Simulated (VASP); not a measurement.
# In (C2/c) in VASP: single point with revPBE

Aim: the single point of In with revPBE.

Everything below comes from runs of VASP 6.6.1. Logs are shortened: lines on timing, memory, paths and dates and some standing lists are left out, and cuts for length are marked.

### Step 1. The cell of the first run

Symmetry: C2/c, No. 15, monoclinic system. The conventional cell has a = 3.396 Å, b = 11.690 Å, c = 3.594 Å, α = 90.00°, β = 116.52°, γ = 90.00°. Within 4.5 Å of In (site symmetry 2) lie 14 In at 3.40 to 4.24 Å.

### Step 2. Single point, revPBE (31.92 Å³/atom)

INCAR

```
SYSTEM = In
PREC = Accurate
ENCUT = 520
EDIFF = 1E-6
ISMEAR = -1
SIGMA = 0.1
LREAL = .False.
LASPH = .True.
NELM = 100
ALGO = Normal
ISIF = 2
LWAVE = .False.
LCHARG = .False.
GGA = RE
NBANDS = 20
```

KPOINTS

```
regular mesh
0
Gamma
  13 13 11
  0 0 0
```

POSCAR

```
In
1.0
   -4.1478432222      4.1185219510      1.6978265303
    4.1185219510     -4.1478432222      1.6978265303
    2.2892114452      2.2892114452     -1.7515284922
In
2
Direct
    0.9991831451      0.0008168549      1.0000000000
    0.7508168549      0.2491831451      0.5000000000
```

Potentials or basis: VASP PAW PBE potentials, release 64 (In_d).

Launch:

```console
> cat potpaw_PBE.64/In_d/POTCAR > POTCAR
> mpirun -np 1 vasp_std > vasp.out
```

OUTCAR:

```text
SYSTEM = In
   PREC = Accurate
   ENCUT = 520
   EDIFF = 1E-6
   ISMEAR = -1
   LREAL = .False.
   LASPH = .True.
   NELM = 100
   ISIF = 2
   GGA = RE

 ion  position               nearest neighbor table
   1  0.999  0.001  0.000-   2 3.44   2 3.44   2 3.45   2 3.45
   2  0.751  0.249  0.500-   1 3.44   1 3.44   1 3.45   1 3.45

  Warning from LATTYP: Got some problem with cell dimensions!
  Tried to take original basis but could not verify dimensions!
  LATTYP: Found a base centered monoclinic cell.
 ALAT       =     3.3959062387
 B/A-ratio  =     3.4424995621
 C/A-ratio  =     1.0583542782
 COS(beta)  =    -0.4465622565

  Lattice vectors:

 A1 = (   4.1478432222,  -4.1185219510,  -1.6978265303)
 A2 = (  -4.1185219510,   4.1478432222,  -1.6978265303)
 A3 = (   2.2598901740,   2.2598901740,   1.6441245684)

Analysis of symmetry for initial positions (statically):
=====================================================================
 Subroutine PRICEL returns:
 Original cell was already a primitive cell.

 Routine SETGRP: Setting up the symmetry group for a
 base centered monoclinic supercell.

 Subroutine GETGRP returns: Found  4 space group operations
 (whereof  2 operations were pure point group operations)
 out of a pool of  4 trial point group operations.

The static configuration has the point symmetry C_2 .
 The point group associated with its full space group is C_2h.

Analysis of symmetry for dynamics (positions and initial velocities):
=====================================================================
 Subroutine PRICEL returns:
 Original cell was already a primitive cell.

 Routine SETGRP: Setting up the symmetry group for a
 base centered monoclinic supercell.

 Subroutine GETGRP returns: Found  4 space group operations
 (whereof  2 operations were pure point group operations)
 out of a pool of  4 trial point group operations.

The dynamic configuration has the point symmetry C_2 .
 The point group associated with its full space group is C_2h.

 Subroutine INISYM returns: Found  4 space group operations
 (whereof  2 operations are pure point group operations),
 and found     1 'primitive' translations

----------------------------------------------------------------------------------------

                                     Primitive cell

  volume of cell :      63.8330

  direct lattice vectors                    reciprocal lattice vectors
    -4.147843222  4.118521951  1.697826530     0.052925348  0.173897501  0.296452764
     4.118521951 -4.147843222  1.697826530     0.173897501  0.052925348  0.296452764
     2.289211445  2.289211445 -1.751528492     0.219868448  0.219868448  0.003797103

  length of vectors
     6.086825230  6.086825230  3.680873557     0.347743691  0.347743691  0.310964124

  position of ions in fractional coordinates (direct lattice)
     0.999183145  0.000816855  1.000000000
     0.750816855  0.249183145  0.500000000

  ion indices of the primitive-cell ions
   primitive index   ion index
                 1           1
                 2           2

----------------------------------------------------------------------------------------

 KPOINTS: regular mesh

Automatic generation of k-mesh.
 Grid dimensions read from file:
 generate k-points for:   13   13   11

 Generating k-lattice:

  Cartesian coordinates                     Fractional coordinates (reciprocal lattice)
     0.004071181  0.013376731  0.022804059     0.076923077  0.000000000 -0.000000000
     0.013376731  0.004071181  0.022804059     0.000000000  0.076923077 -0.000000000
     0.019988041  0.019988041  0.000345191    -0.000000000 -0.000000000  0.090909091

  Length of vectors
     0.026749515  0.026749515  0.028269466

  Shift w.r.t. Gamma in fractional coordinates (k-lattice)
     0.000000000  0.000000000  0.000000000

 Subroutine IBZKPT returns following result:
 ===========================================

 Found    504 irreducible k-points:

 Following reciprocal coordinates:
            Coordinates               Weight
  0.000000  0.000000  0.000000      1.000000
  0.076923  0.000000 -0.000000      4.000000
  0.153846  0.000000 -0.000000      4.000000
  0.230769 -0.000000  0.000000      4.000000
  0.307692  0.000000 -0.000000      4.000000
  0.384615  0.000000 -0.000000      4.000000
[... 16 lines left out ...]
  0.384615  0.153846  0.000000      4.000000
  0.461538  0.153846  0.000000      4.000000
 [... further k-points ...]
   k-points           NKPTS =    504   k-points in BZ     NKDIM =    504   number of bands    NBANDS=     20
   number of dos      NEDOS =    301   number of ions     NIONS =      2
   total plane-waves  NPLWV =  64512
   dimension x,y,z NGX =    48 NGY =   48 NGZ =   28
   dimension x,y,z NGXF=    96 NGYF=   96 NGZF=   56
   ions per type =               2
   NGX,Y,Z   is equivalent  to a cutoff of  13.11, 13.11, 12.65 a.u.
   NGXF,Y,Z  is equivalent  to a cutoff of  26.22, 26.22, 25.29 a.u.
 SYSTEM =  In
   PREC   = accura    normal or accurate (medium, high low for compatibility)
   ISTART =      0    job   : 0-new  1-cont  2-samecut
   ICHARG =      2    charge: 1-file 2-atom 10-const
   ISPIN  =      1    spin polarized calculation?
   LNONCOLLINEAR =      F non collinear calculations
   LSORBIT =      F    spin-orbit coupling
   LASPH  =      T    aspherical Exc in radial PAW
   ENCUT  =  520.0 eV  38.22 Ry    6.18 a.u.  11.32 11.32  6.84*2*pi/ulx,y,z
   NELM   =    100;   NELMIN=  2; NELMDL= -5     # of ELM steps
   EDIFF  = 0.1E-05   stopping-criterion for ELM
   LREAL  =      F    real-space projection
   EDIFFG = 0.1E-04   stopping-criterion for IOM
   NSW    =      0    number of steps for IOM
   IBRION =     -1    ionic relax: 0-MD 1-quasi-New 2-CG
   NFREE  =      0    steps in history (QN), initial steepest desc. (CG)
   ISIF   =      2    stress and relaxation
   ISYM   =      2    0-nonsym 1-usesym 2-fastsym
   POTIM  = 0.5000    time-step for ionic-motion
   TEBEG  =    0.0;   TEEND  =   0.0 temperature during run
   PSTRESS=    0.0 pullay stress
   NELECT =      26.0000    total number of electrons
   NUPDOWN=      -1.0000    fix difference up-down
   EMIN   =  10.00;   EMAX   =-10.00  energy-range for DOS
   EFERMI =   0.00;   METHOD = LEGACY
   ISMEAR =    -1;   SIGMA  =   0.10  broadening in eV -4-tet -1-fermi 0-gaus
   EFERMI_NEDOS =   21; number of points for ismear=-14 and -15
   IALGO  =     38    algorithm
   IMIX   =      4    mixing-type and parameters
     AMIX     =   0.40;   BMIX     =  1.00
     AMIX_MAG =   1.60;   BMIX_MAG =  1.00
  volume/ion in A,a.u.               =      31.92       215.38
  Fermi-wavevector in a.u.,A,eV,Ry     =   1.213531  2.293241 20.036728  1.472658
  Thomas-Fermi vector in A             =   2.348980
   LORBIT       =      0    0 simple, 1 ext, 2 COOP (PROOUT), +10 PAW based schemes
   GGA     = RE    functional components
   LHFCALC =     F    Hartree Fock is set to
   AEXX    =    0.0000 exact exchange contribution
   IVDW    =     0    specifies the selected vdW correction
   LEPSILON=     F    determine dielectric tensor
   LRPA    =     F    only Hartree local field effects (RPA)
 non-spin polarized calculation
  energy-cutoff  :      520.00
  volume of cell :       63.83
 maximum number of plane-waves:      1739
 NGX is ok and might be reduce to    48
   NGX = 23   NGY = 23   NGZ = 13

 number of electron      25.9999991 magnetization

 Free energy of the ion-electron system (eV)
  ---------------------------------------------------
  ext. energy  EPLUGINS =         0.00000000
  ---------------------------------------------------
  free energy    TOTEN  =        -4.46228894 eV

  energy without entropy =       -4.42321493  energy(sigma->0) =       -4.44275194

 E-fermi :   5.5506     XC(G=0):  -9.2647

 val. band max:        5.5495120295   @ k =  -0.0769   0.0769   0.3636
 cond. band min:       5.5563357978   @ k =   0.3846   0.0769   0.3636
 fundamental gap:      0.0068237683
 Fermi energy:         5.5505587632

 k-point     1 :       0.0000    0.0000    0.0000
  band No.  band energies     occupation
      1      -9.0426      2.00000
      2      -9.0159      2.00000
      3      -8.9790      2.00000
      4      -8.9558      2.00000
      5      -8.9418      2.00000
      6      -8.9028      2.00000
[... 12 lines left out ...]
     19      14.9108      0.00000
     20      17.0170      0.00000

 k-point     2 :       0.0769    0.0000   -0.0000
  band No.  band energies     occupation
      1      -9.0312      2.00000
      2      -9.0059      2.00000
      3      -8.9766      2.00000
      4      -8.9489      2.00000
      5      -8.9352      2.00000
      6      -8.9065      2.00000
[... 12 lines left out ...]
     19      15.2445      0.00000
     20      15.9203      0.00000

 k-point     3 :       0.1538    0.0000   -0.0000
  band No.  band energies     occupation
      1      -9.0031      2.00000
      2      -8.9917      2.00000
      3      -8.9669      2.00000
      4      -8.9348      2.00000
      5      -8.9184      2.00000
      6      -8.9120      2.00000
[... 12 lines left out ...]
     19      14.8296      0.00000
     20      15.4952      0.00000

 k-point     4 :       0.2308   -0.0000    0.0000
  band No.  band energies     occupation
      1      -9.0004      2.00000
      2      -8.9774      2.00000
      3      -8.9594      2.00000
      4      -8.9409      2.00000
      5      -8.9081      2.00000
      6      -8.8889      2.00000
[... 429 lines left out ...]
 k-point    23 :       0.3846    0.1538    0.0000
  band No.  band energies     occupation
      1      -9.0502      2.00000
      2      -9.0216      2.00000
      3      -8.9971      2.00000
      4      -8.9476      2.00000
      5      -8.9350      2.00000
      6      -8.8547      2.00000
[... 12 lines left out ...]
     19      12.3375      0.00000
     20      13.8819      0.00000

 k-point    24 :       0.4615    0.1538    0.0000
  band No.  band energies     occupation
      1      -9.0393      2.00000
      2      -9.0137      2.00000
      3      -8.9876      2.00000
      4      -8.9426      2.00000
      5      -8.9313      2.00000
      6      -8.8503      2.00000
[... 12 lines left out ...]
     19      12.6531      0.00000
     20      13.5532      0.00000

 [... further k-points ...]

------------------------ aborting loop because EDIFF is reached ----------------------------------------

  FORCE on cell =-STRESS in cart. coord.  units (eV):
  Direction    XX          YY          ZZ          XY          YZ          ZX
  --------------------------------------------------------------------------------------
  -------------------------------------------------------------------------------------
  Total       -1.0756097     -1.0756097     -0.9723327     -0.0649499      0.0177236      0.0177236
  in kB      -26.9972968    -26.9972968    -24.4050935     -1.6302109      0.4448535      0.4448535
  external PRESSURE =     -26.1332290 kB  Pullay stress =       0.0000000 kB

 VOLUME and BASIS-vectors are now :
 -----------------------------------------------------------------------------
  energy-cutoff  :      520.00
  volume of cell :       63.83
      direct lattice vectors                 reciprocal lattice vectors
    -4.147843222  4.118521951  1.697826530     0.052925348  0.173897501  0.296452764
     4.118521951 -4.147843222  1.697826530     0.173897501  0.052925348  0.296452764
     2.289211445  2.289211445 -1.751528492     0.219868448  0.219868448  0.003797103

 POSITION                                       TOTAL-FORCE (eV/Angst)
 -----------------------------------------------------------------------------------
     -4.14109      4.11177      1.69783        -0.004818      0.004818      0.000000
     -0.94340      3.20329      0.82206         0.004818     -0.004818     -0.000000
 -----------------------------------------------------------------------------------
    total drift:                               -0.000000      0.000000     -0.000000

  FREE ENERGIE OF THE ION-ELECTRON SYSTEM (eV)
  ---------------------------------------------------
  free  energy   TOTEN  =        -4.4622889358 eV

  energy  without entropy=       -4.4232149347  energy(sigma->0) =       -4.44275194
```

Run time: 4.7 min. Hardware: 1 thread of Intel Xeon 6975P-C (Granite Rapids), shared host; peak memory 0.63 GiB.

Results:

```
Free energy            : -4.4623 eV
Pressure               : -2.6 GPa
Largest force          : 0.007 eV/Å
Band gap on the k mesh : zero (bands 13 and 14 overlap by 5.48 eV)
```

Forces on the atoms (eV/Å):
```
In  -0.005  0.005  0.000
In   0.005 -0.005  0.000
```

Levels at points of the mesh, in eV from the Fermi level:
```
           k point  band 11  band 12  band 13  band 14  band 15  band 16
(0.00, 0.00, 0.00)    -8.27    -4.26    -2.59     5.98     8.69     8.72
```

Caveat: the PAW data sets were made with another functional, which shifts forces and pressure a little; spin-orbit coupling is left out, which moves the levels of the heavy elements.
